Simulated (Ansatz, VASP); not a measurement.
SnSe2 in VASP and in Ansatz

INCAR

```
PREC     = Accurate       # precision mode
ENCUT    = 520            # plane-wave cutoff, eV
EDIFF    = 1E-6           # SCF threshold, eV
ISMEAR   = 0              # smearing method
SIGMA    = 0.05           # smearing width, eV
LREAL    = False          # projectors in reciprocal space
LASPH    = True           # aspherical terms in the spheres
NELM     = 80             # most SCF steps
ALGO     = Normal         # electronic algorithm
ISIF     = 2              # what is computed and relaxed
LWAVE    = False          # write WAVECAR
LCHARG   = True           # write CHGCAR
GGA      = PS             # functional
LELF     = True           # ELF
LVHAR    = True         
NBANDS   = 20             # bands
```

File KPOINTS:

```
Automatic mesh
0
Gamma
  6 6 4
```

POSCAR

```
SnSe2
1.0
    3.8109987816      0.0000000000      0.0000000000
   -1.9054993908      3.3004217586      0.0000000000
    0.0000000000      0.0000000000      6.1370000000
Sn Se
1 2
Direct
    0.0000000000      0.0000000000      0.0000000000
    0.3333333333      0.6666666667      0.2011161805
    0.6666666667      0.3333333333      0.7500000000
```

Input for Ansatz:

```yaml
crystal:
  lattice:
    - [3.8109987816, 0.0, 0.0]
    - [-1.9054993908, 3.3004217586, 0.0]
    - [0.0, 0.0, 6.137]
  atoms:
    - { symbol: Sn, position: [0.0, 0.0, 0.0] }
    - { symbol: Se, position: [0.3333333333, 0.6666666667, 0.2011161805] }
    - { symbol: Se, position: [0.6666666667, 0.3333333333, 0.75] }
basis:
  ecutwfc: 420
kpoints:
  mp_grid: { grid: [6, 6, 4] }
hamiltonian:
  xc: pbesol
scf:
  occupations: { method: gaussian, width: 0.05 }
output:
  forces: true
  stress: true
  eigenvalues: true
```

Alike in both runs: task single point; functional PBEsol; k mesh 6 × 6 × 4; occupations gaussian, width 0.05 eV; no spin polarisation.

```csv
,VASP,Ansatz
version,VASP 6.6.1,Ansatz 0.2.0
potentials or method,"VASP PAW PBE potentials, release 64 (Sn_d, Se), cutoff 520 eV","scalar-relativistic, plane waves, PAW"
valence electrons in the cell,26,46
```

Ansatz gave:

```
gap on the k mesh at the Fermi level (eV)                     : 0.73
least direct gap on the mesh (eV)                             : 0.80
pressure (GPa)                                                : 9.7
traceless stress, the component that is largest in VASP (GPa) : 1.57
rms of the force components (eV/Å)                            : 1.459
```

Problem. Which values does VASP return?

Solution. gap on the k mesh at the Fermi level (eV): 0.73; least direct gap on the mesh (eV): 0.79; pressure (GPa): 9.8; traceless stress, the component that is largest in VASP (GPa): 1.52; rms of the force components (eV/Å): 1.470.

VASP's potentials were made for PBE, not for PBEsol. Atom by atom the forces differ by 0.013 eV/Å (rms over components). VASP's potentials hold 26 valence electrons a cell and Ansatz's 46, so a difference there can come from the potentials and not from the codes.
